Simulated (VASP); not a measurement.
# Sc (Fm-3m) in VASP: notebook, part 3 of 3

VASP 6.6.1. The steps go on from the part before.

## Step 5: Single point, PBEsol

This run uses another cell than the first one, of 23.54 Å³/atom.

INCAR reads:

```
PREC = Accurate ; ENCUT = 500
EDIFF = 1E-6 ; ISMEAR = 0
SIGMA = 0.05 ; LREAL = F
LASPH = T ; NELM = 120
ALGO = Normal ; ISIF = 2
LWAVE = F ; LCHARG = F
GGA = PS ; NBANDS = 12
GGA_COMPAT = F
```

KPOINTS reads:

```
regular mesh
0
Gamma
  9 9 9
```

POSCAR reads:

```
Sc
1.0
    0.0000000000      2.2747270555      2.2747270555
    2.2747270555      0.0000000000      2.2747270555
    2.2747270555      2.2747270555      0.0000000000
Sc
1
Direct
    0.0000000000      0.0000000000      0.0000000000
```

Potentials or basis: VASP PAW PBE potentials, release 64 (Sc_sv).

Launch:

```
$ cat potpaw_PBE.64/Sc_sv/POTCAR > POTCAR
$ mpirun -np 1 vasp_std > vasp.out
```

OUTCAR:

```text
PREC = Accurate
   ENCUT = 500
   EDIFF = 1E-6
   ISMEAR = 0
   LREAL = F
   LASPH = T
   NELM = 120
   ISIF = 2
   GGA = PS

 ion  position               nearest neighbor table
   1  0.000  0.000  0.000-

  LATTYP: Found a face centered cubic cell.
 ALAT       =     4.5494541110

  Lattice vectors:

 A1 = (   0.0000000000,   2.2747270555,   2.2747270555)
 A2 = (   2.2747270555,   0.0000000000,   2.2747270555)
 A3 = (   2.2747270555,   2.2747270555,   0.0000000000)

Analysis of symmetry for initial positions (statically):
=====================================================================
 Subroutine PRICEL returns:
 Original cell was already a primitive cell.

 Routine SETGRP: Setting up the symmetry group for a
 face centered cubic supercell.

 Subroutine GETGRP returns: Found 48 space group operations
 (whereof 48 operations were pure point group operations)
 out of a pool of 48 trial point group operations.

The static configuration has the point symmetry O_h .

Analysis of symmetry for dynamics (positions and initial velocities):
[... 164 lines left out ...]
 k-point     1 :       0.0000    0.0000    0.0000
  band No.  band energies     occupation
      1     -45.1889      2.00000
      2     -23.6633      2.00000
      3     -23.6633      2.00000
      4     -23.6633      2.00000
      5      -1.3772      2.00000
      6       5.5491      0.00000
      7       5.5491      0.00000
      8       5.5491      0.00000
      9       7.0197      0.00000
     10       7.0197      0.00000
     11      16.6841      0.00000
     12      20.2314      0.00000
[... 331 lines left out ...]
 k-point    24 :       0.4444    0.4444    0.0000
  band No.  band energies     occupation
      1     -45.0939      2.00000
      2     -24.0896      2.00000
      3     -23.8242      2.00000
      4     -23.8242      2.00000
      5       2.2416      2.00000
      6       3.2663      2.00000
      7       5.7964      0.00000
      8       7.9429      0.00000
      9       8.0753      0.00000
     10       8.0753      0.00000
     11      13.3403      0.00000
     12      13.6374      0.00000

 [... further k-points ...]

------------------------ aborting loop because EDIFF is reached ----------------------------------------

  FORCE on cell =-STRESS in cart. coord.  units (eV):
  Direction    XX          YY          ZZ          XY          YZ          ZX
  --------------------------------------------------------------------------------------
  -------------------------------------------------------------------------------------
  Total       -0.0037647     -0.0037647     -0.0037647      0.0000000      0.0000000     -0.0000000
  in kB       -0.2562254     -0.2562254     -0.2562254      0.0000000      0.0000000     -0.0000000
  external PRESSURE =      -0.2562254 kB  Pullay stress =       0.0000000 kB

 VOLUME and BASIS-vectors are now :
 -----------------------------------------------------------------------------
  energy-cutoff  :      500.00
  volume of cell :       23.54
      direct lattice vectors                 reciprocal lattice vectors
     0.000000000  2.274727056  2.274727056    -0.219806591  0.219806591  0.219806591
     2.274727056  0.000000000  2.274727056     0.219806591 -0.219806591  0.219806591
     2.274727056  2.274727056  0.000000000     0.219806591  0.219806591 -0.219806591

 POSITION                                       TOTAL-FORCE (eV/Angst)
 -----------------------------------------------------------------------------------
      0.00000      0.00000      0.00000         0.000000     -0.000000     -0.000000
 -----------------------------------------------------------------------------------
    total drift:                                0.000000      0.000000     -0.000000

  FREE ENERGIE OF THE ION-ELECTRON SYSTEM (eV)
  ---------------------------------------------------
  free  energy   TOTEN  =        -6.5656311634 eV

  energy  without entropy=       -6.5639248070  energy(sigma->0) =       -6.56477799
```

OSZICAR:

```text
N       E                     dE             d eps       ncg     rms          rms(c)
DAV:   1     0.702732705104E+02    0.70273E+02   -0.50362E+03   840   0.877E+02
DAV:   2    -0.598015248015E+01   -0.76253E+02   -0.74808E+02   840   0.278E+02
DAV:   3    -0.727768484410E+01   -0.12975E+01   -0.12721E+01  1040   0.463E+01
DAV:   4    -0.729953249468E+01   -0.21848E-01   -0.21839E-01  1048   0.498E+00
DAV:   5    -0.730001229958E+01   -0.47980E-03   -0.47980E-03  1128   0.756E-01    0.580E+00
DAV:   6    -0.665272798066E+01    0.64728E+00   -0.97536E-01  1252   0.141E+01    0.170E+00
DAV:   7    -0.657090841960E+01    0.81820E-01   -0.18935E-01  1312   0.589E+00    0.550E-01
DAV:   8    -0.656638412678E+01    0.45243E-02   -0.15021E-02   984   0.180E+00    0.192E-01
DAV:   9    -0.656565035507E+01    0.73377E-03   -0.27432E-03  1248   0.758E-01    0.359E-02
DAV:  10    -0.656563273371E+01    0.17621E-04   -0.11101E-04  1284   0.140E-01    0.881E-03
DAV:  11    -0.656563098796E+01    0.17457E-05   -0.46573E-06  1260   0.321E-02    0.872E-04
DAV:  12    -0.656563116335E+01   -0.17539E-06   -0.25227E-08   516   0.175E-03
   1 F= -.65656312E+01 E0= -.65647780E+01  d E =-.170636E-02
```

Wall time 4.3 s (1 thread of Intel Xeon Platinum 8488C (Sapphire Rapids), shared host); peak memory 0.13 GiB.

What came out:

| Property | Result |
| --- | --- |
| Free energy | -6.5656 eV |
| Pressure | 0.0 GPa |
| Band gap on the k mesh | zero (an odd number of electrons rules out a gap without spin polarisation) |

Levels at points of the mesh, in eV from the Fermi level:
```csv
k point,band 2,band 3,band 4,band 5,band 6,band 7,band 8,band 9
"(0.00, 0.00, 0.00)",-27.63,-27.63,-27.63,-5.34,1.59,1.59,1.59,3.06
```

Caveat: the PAW data sets were made with another functional, which shifts forces and pressure a little.

## Step 6: Summary

| cell | gap on the mesh (eV) | pressure (GPa) |
| --- | --- | --- |
| a = 2.790 Å, angles 60.0°, 1 atom | none | 45.3 |
| a = 2.883 Å, angles 60.0°, 1 atom | none | 30.1 |
| a = 3.011 Å, angles 60.0°, 1 atom | none | 15.0 |
| a = 3.217 Å, angles 60.0°, 1 atom | none | 0.0 |

Alike in all rows: task single point; level PBEsol; potentials or basis VASP PAW PBE potentials, release 64 (Sc_sv); no spin polarisation; k mesh 9 × 9 × 9; cutoff (eV) 500; smearing gaussian 0.05 eV.

Caveats: the PAW data sets were made with another functional, which shifts forces and pressure a little; the cell stands under pressure (at least some runs).

Total energies depend on the potentials used, so only differences within one code and one set of settings carry meaning.
